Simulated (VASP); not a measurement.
# InAs (I-4m2) in VASP: notebook, part 2 of 2

VASP 6.6.1. The steps go on from the part before.

## (3) Single point, PBEsol (biaxial strain in the a-b plane: -1.0 %, then relaxed in part)

File INCAR:

```
  PREC = Accurate
  ENCUT = 520
  EDIFF = 1E-7
  ISMEAR = 0
  SIGMA = 0.1
  LREAL = F
  LASPH = T
  NELM = 100
  ALGO = Normal
  ISIF = 2
  LWAVE = F
  LCHARG = F
  GGA = PS
  NBANDS = 26
```

File KPOINTS:

```
Automatic mesh
0
Gamma
  12 12 10
```

File POSCAR:

```
InAs
1.0
    3.0131402674      3.0131402674      0.0000000000
   -3.0131402674      3.0131402674      0.0000000000
    0.0000000000      0.0000000000      6.1541970043
In As
2 2
Direct
    0.5000000000      0.0000000000      0.2500000000
    0.0000000000      0.5000000000      0.7500000000
    0.0000000000      0.0000000000      0.0000000000
    0.5000000000      0.5000000000      0.5000000000
```

Potentials or basis: VASP PAW PBE potentials, release 64 (In_d, As).

Command:

```bash
$ cat potpaw_PBE.64/In_d/POTCAR potpaw_PBE.64/As/POTCAR > POTCAR
$ mpirun -np 1 vasp_std > vasp.out
```

OUTCAR:

```text
PREC = Accurate
   ENCUT = 520
   EDIFF = 1E-7
   ISMEAR = 0
   LREAL = F
   LASPH = T
   NELM = 100
   ISIF = 2
   GGA = PS

 ion  position               nearest neighbor table
   1  0.500  0.000  0.250-   3 2.63   4 2.63   4 2.63   3 2.63
   2  0.000  0.500  0.750-   3 2.63   4 2.63   3 2.63   4 2.63
   3  0.000  0.000  0.000-   1 2.63   2 2.63   2 2.63   1 2.63
   4  0.500  0.500  0.500-   1 2.63   2 2.63   1 2.63   2 2.63

  LATTYP: Found a simple tetragonal cell.
 ALAT       =     4.2612238315
 C/A-ratio  =     1.4442322787

  Lattice vectors:

 A1 = (   3.0131402674,   3.0131402674,   0.0000000000)
 A2 = (  -3.0131402674,   3.0131402674,   0.0000000000)
 A3 = (   0.0000000000,   0.0000000000,   6.1541970043)

Analysis of symmetry for initial positions (statically):
=====================================================================
 Subroutine PRICEL returns following result:

  LATTYP: Found a body centered tetragonal cell.
 ALAT       =     4.2612238315
 C/A-ratio  =     1.4442322787

  Lattice vectors:

 A1 = (   3.0131402674,   0.0000000000,  -3.0770985022)
 A2 = (  -3.0131402674,   0.0000000000,  -3.0770985022)
 A3 = (   0.0000000000,   3.0131402674,   3.0770985022)

   2 primitive cells build up your supercell.

 Routine SETGRP: Setting up the symmetry group for a
 simple tetragonal supercell.

 Subroutine GETGRP returns: Found  8 space group operations
 (whereof  8 operations were pure point group operations)
 out of a pool of 16 trial point group operations.

The static configuration has the point symmetry D_2d.

Analysis of symmetry for dynamics (positions and initial velocities):
=====================================================================
 Subroutine PRICEL returns following result:

  LATTYP: Found a body centered tetragonal cell.
 ALAT       =     4.2612238315
[... 128 lines left out ...]
   NELECT =      36.0000    total number of electrons
   NUPDOWN=      -1.0000    fix difference up-down
   EMIN   =  10.00;   EMAX   =-10.00  energy-range for DOS
   EFERMI =   0.00;   METHOD = LEGACY
   ISMEAR =     0;   SIGMA  =   0.10  broadening in eV -4-tet -1-fermi 0-gaus
   EFERMI_NEDOS =   21; number of points for ismear=-14 and -15
   IALGO  =     38    algorithm
   IMIX   =      4    mixing-type and parameters
     AMIX     =   0.40;   BMIX     =  1.00
     AMIX_MAG =   1.60;   BMIX_MAG =  1.00
  volume/ion in A,a.u.               =      27.94       188.53
  Fermi-wavevector in a.u.,A,eV,Ry     =   1.122266  2.120774 17.136266  1.259480
  Thomas-Fermi vector in A             =   2.258924
   LORBIT       =      0    0 simple, 1 ext, 2 COOP (PROOUT), +10 PAW based schemes
   GGA     = PS    functional components
   LHFCALC =     F    Hartree Fock is set to
   AEXX    =    0.0000 exact exchange contribution
   IVDW    =     0    specifies the selected vdW correction
   LEPSILON=     F    determine dielectric tensor
   LRPA    =     F    only Hartree local field effects (RPA)
 non-spin polarized calculation
 Gauss-broadening in eV      SIGMA  =   0.10
  energy-cutoff  :      520.00
  volume of cell :      111.75
 maximum number of plane-waves:      3038
 NGX is ok and might be reduce to    32
   NGX = 15   NGY = 15   NGZ = 23

 number of electron      36.0000018 magnetization

 Free energy of the ion-electron system (eV)
  ---------------------------------------------------
  ext. energy  EPLUGINS =         0.00000000
  ---------------------------------------------------
  free energy    TOTEN  =       -16.97588953 eV

  energy without entropy =      -16.97571572  energy(sigma->0) =      -16.97580262

 E-fermi :   4.3625     XC(G=0):  -9.2381

 val. band max:        4.2995615809   @ k =   0.0000   0.0000   0.0000
 cond. band min:       4.8164525260   @ k =   0.0000   0.0000   0.1000
 fundamental gap:      0.5168909451
 Fermi energy:         4.3624650026

 k-point     1 :       0.0000    0.0000    0.0000
  band No.  band energies     occupation
      1     -10.2246      2.00000
      2     -10.0503      2.00000
      3     -10.0429      2.00000
      4     -10.0429      2.00000
      5      -9.9649      2.00000
      6      -9.9649      2.00000
[... 685 lines left out ...]
     25      12.0478      0.00000
     26      12.2986      0.00000

 [... further k-points ...]
[... 5 lines left out ...]
  --------------------------------------------------------------------------------------
  -------------------------------------------------------------------------------------
  Total        0.5931319      0.5931319      0.0655184      0.0000000     -0.0000000     -0.0000000
  in kB        8.5039709      8.5039709      0.9393639      0.0000000     -0.0000000     -0.0000000
  external PRESSURE =       5.9824353 kB  Pullay stress =       0.0000000 kB

 VOLUME and BASIS-vectors are now :
 -----------------------------------------------------------------------------
  energy-cutoff  :      520.00
  volume of cell :      111.75
      direct lattice vectors                 reciprocal lattice vectors
     3.013140267  3.013140267  0.000000000     0.165939835  0.165939835  0.000000000
    -3.013140267  3.013140267  0.000000000    -0.165939835  0.165939835  0.000000000
     0.000000000  0.000000000  6.154197004     0.000000000  0.000000000  0.162490736

 POSITION                                       TOTAL-FORCE (eV/Angst)
 -----------------------------------------------------------------------------------
      1.50657      1.50657      1.53855        -0.000000      0.000000     -0.000000
     -1.50657      1.50657      4.61565         0.000000     -0.000000     -0.000000
      0.00000      0.00000      0.00000        -0.000000     -0.000000     -0.000000
      0.00000      3.01314      3.07710         0.000000      0.000000      0.000000
 -----------------------------------------------------------------------------------
    total drift:                               -0.000000      0.000000     -0.000000

  FREE ENERGIE OF THE ION-ELECTRON SYSTEM (eV)
  ---------------------------------------------------
  free  energy   TOTEN  =       -16.9758895268 eV

  energy  without entropy=      -16.9757157158  energy(sigma->0) =      -16.97580262
```

OSZICAR:

```text
N       E                     dE             d eps       ncg     rms          rms(c)
DAV:   1     0.290060247997E+03    0.29006E+03   -0.16664E+04  8738   0.155E+03
DAV:   2     0.114132070201E+02   -0.27865E+03   -0.27007E+03  8828   0.372E+02
DAV:   3    -0.164542021000E+02   -0.27867E+02   -0.27457E+02 11062   0.130E+02
DAV:   4    -0.175197259957E+02   -0.10655E+01   -0.10627E+01 10270   0.265E+01
DAV:   5    -0.175638568978E+02   -0.44131E-01   -0.44124E-01 13510   0.514E+00    0.633E+00
DAV:   6    -0.170346432063E+02    0.52921E+00   -0.83682E-01 12096   0.138E+01    0.340E+00
DAV:   7    -0.169801452353E+02    0.54498E-01   -0.39570E-01 13534   0.441E+00    0.864E-01
DAV:   8    -0.169756889836E+02    0.44563E-02   -0.44216E-02 13110   0.248E+00    0.395E-01
DAV:   9    -0.169756032553E+02    0.85728E-04   -0.32184E-03 13130   0.677E-01    0.183E-01
DAV:  10    -0.169758383997E+02   -0.23514E-03   -0.60416E-04 13044   0.243E-01    0.103E-01
DAV:  11    -0.169758932975E+02   -0.54898E-04   -0.28219E-04  9846   0.209E-01    0.777E-02
DAV:  12    -0.169758903775E+02    0.29200E-05   -0.20270E-05 10520   0.438E-02    0.225E-02
DAV:  13    -0.169758894335E+02    0.94402E-06   -0.70898E-06 13610   0.170E-02    0.597E-03
DAV:  14    -0.169758895829E+02   -0.14940E-06   -0.67162E-07  8422   0.468E-03    0.139E-03
DAV:  15    -0.169758895268E+02    0.56127E-07   -0.42398E-08  6004   0.187E-03
   1 F= -.16975890E+02 E0= -.16975803E+02  d E =-.173811E-03
```

stdout:

```text
POSCAR found type information on POSCAR InAs
 POSCAR found :  2 types and       4 ions
 scaLAPACK will be used
 -----------------------------------------------------------------------------
|                                                                             |
|                                                                             |
|     You enforced a specific xc type in the INCAR file but a different       |
|     I HOPE YOU KNOW WHAT YOU ARE DOING!                                     |
|                                                                             |
 -----------------------------------------------------------------------------

 LDA part: xc-table for (Slater+PW92), standard interpolation
 POSCAR, INCAR and KPOINTS ok, starting setup
 FFT: planning ... GRIDC
 FFT: planning ... GRID_SOFT
 FFT: planning ... GRID
 WAVECAR not read
 entering main loop
```

Run time: 7.1 min. Hardware: 1 thread of Intel Xeon 8259CL, shared host; peak memory 0.52 GiB.

What came out:

```yaml
Free_energy: -16.9759 eV
Pressure: 0.6 GPa
Band_gap_on_the_k_mesh: zero (filled and empty bands touch)
```

Levels at points of the mesh, in eV from the Fermi level:
```csv
k point,band 16,band 17,band 18,band 19,band 20,band 21
"(0.00, 0.00, 0.00)",-0.44,-0.17,-0.06,-0.06,1.43,2.00
"(0.50, 0.00, 0.00)",-2.98,-1.06,-1.06,2.48,2.48,4.81
"(0.50, 0.50, 0.00)",-2.45,-2.44,-2.44,1.33,1.33,1.82
"(0.00, 0.00, 0.50)",-1.46,-1.46,-1.46,2.17,2.17,2.58
"(0.50, 0.00, 0.50)",-1.15,-1.01,-1.01,0.75,0.75,4.46
"(0.50, 0.50, 0.50)",-3.04,-2.96,-2.96,3.92,3.92,4.02
```

Caveat: the cell differs from its parent crystal (biaxial strain in the a-b plane: -1.0 %, then relaxed in part); semilocal functionals underestimate gaps, so a narrow gap can read as zero; the PAW data sets were made with another functional, which shifts forces and pressure a little; spin-orbit coupling is left out, which moves the levels of the heavy elements.

## (4) Single point, PBEsol, collinear spin, zero start

This run uses another cell than the first one, of 27.94 Å³/atom.

File INCAR:

```
PREC = Accurate
ENCUT = 520
EDIFF = 1E-6
ISMEAR = 0
SIGMA = 0.1
LREAL = F
LASPH = T
NELM = 150
ALGO = Fast
ISIF = 2
LWAVE = F
LCHARG = F
ISPIN = 2
MAGMOM = 0 0 0 0
LORBIT = 11
GGA = PS
NBANDS = 30
```

File KPOINTS:

```
regular mesh
0
Gamma
  12 12 10
```

POSCAR is that of step 3.

Command:

```bash
$ cat potpaw_PBE.64/In_d/POTCAR potpaw_PBE.64/As/POTCAR > POTCAR
$ mpirun -np 1 vasp_std > vasp.out
```

Run time: 23 min. Hardware: 1 thread of Oxide Virtual Turin-like, shared host; peak memory 0.79 GiB.

Results (log left out):

```
Free energy                                           : -16.9759 eV
Pressure                                              : 0.5 GPa
Band gap on the k mesh                                : zero (filled and empty bands touch)
Net moment                                            : 0.00 μB per cell
Valence electrons inside the program's atomic spheres : In 11.46; As 2.80
```

Stress tensor (GPa, compression positive):
```
0.77 0.00 0.00
0.00 0.77 0.00
0.00 0.00 0.01
```

Levels at points of the mesh, in eV from the Fermi level:
Spin up:
```csv
k point,band 14,band 15,band 16,band 17,band 18,band 19,band 20,band 21,band 22,band 23
"(0.00, 0.00, 0.00)",-2.33,-2.33,-0.44,-0.17,-0.06,-0.06,1.43,2.01,3.74,3.74
"(0.50, 0.00, 0.00)",-5.09,-2.98,-2.98,-1.06,-1.06,2.48,2.48,4.81,4.81,5.05
"(0.50, 0.50, 0.00)",-5.89,-2.45,-2.45,-2.44,-2.44,1.33,1.33,1.82,1.82,8.94
"(0.00, 0.00, 0.50)",-3.88,-1.46,-1.46,-1.46,-1.46,2.17,2.17,2.58,2.58,6.09
"(0.50, 0.00, 0.50)",-5.86,-1.15,-1.15,-1.01,-1.01,0.75,0.75,4.46,4.46,4.59
"(0.50, 0.50, 0.50)",-5.76,-3.04,-3.04,-2.96,-2.96,3.92,3.92,4.02,4.02,4.63
```
Spin down:
```tsv
k point	band 15	band 16	band 17	band 18	band 19	band 20	band 21	band 22
(0.00, 0.00, 0.00)	-2.33	-0.44	-0.17	-0.06	-0.06	1.43	2.01	3.74
(0.50, 0.00, 0.00)	-2.98	-2.98	-1.06	-1.06	2.48	2.48	4.81	4.81
(0.50, 0.50, 0.00)	-2.45	-2.45	-2.44	-2.44	1.33	1.33	1.82	1.82
(0.00, 0.00, 0.50)	-1.46	-1.46	-1.46	-1.46	2.17	2.17	2.58	2.58
(0.50, 0.00, 0.50)	-1.15	-1.15	-1.01	-1.01	0.75	0.75	4.46	4.46
(0.50, 0.50, 0.50)	-3.04	-3.04	-2.96	-2.96	3.92	3.92	4.02	4.02
```

Caveat: semilocal functionals underestimate gaps, so a narrow gap can read as zero; the PAW data sets were made with another functional, which shifts forces and pressure a little; spin-orbit coupling is left out, which moves the levels of the heavy elements.

## (5) Summary

| spin | cell | gap on the mesh (eV) | pressure (GPa) |
| --- | --- | --- | --- |
| off | a = 4.261, b = 4.261, c = 6.124 Å, 4 atoms | none | 0.9 |
| off | a = 4.261, b = 4.261, c = 6.154 Å, 4 atoms | none | 0.6 |
| collinear, zero start | a = 4.261, b = 4.261, c = 6.154 Å, 4 atoms | none | 0.5 |

Alike in all rows: task single point; level PBEsol; potentials or basis VASP PAW PBE potentials, release 64 (In_d, As); k mesh 12 × 12 × 10; cutoff (eV) 520; smearing gaussian 0.1 eV.

Caveats: semilocal functionals underestimate gaps, so a narrow gap can read as zero; the PAW data sets were made with another functional, which shifts forces and pressure a little; spin-orbit coupling is left out, which moves the levels of the heavy elements.

Absolute energies hang on the potentials; compare differences alone.
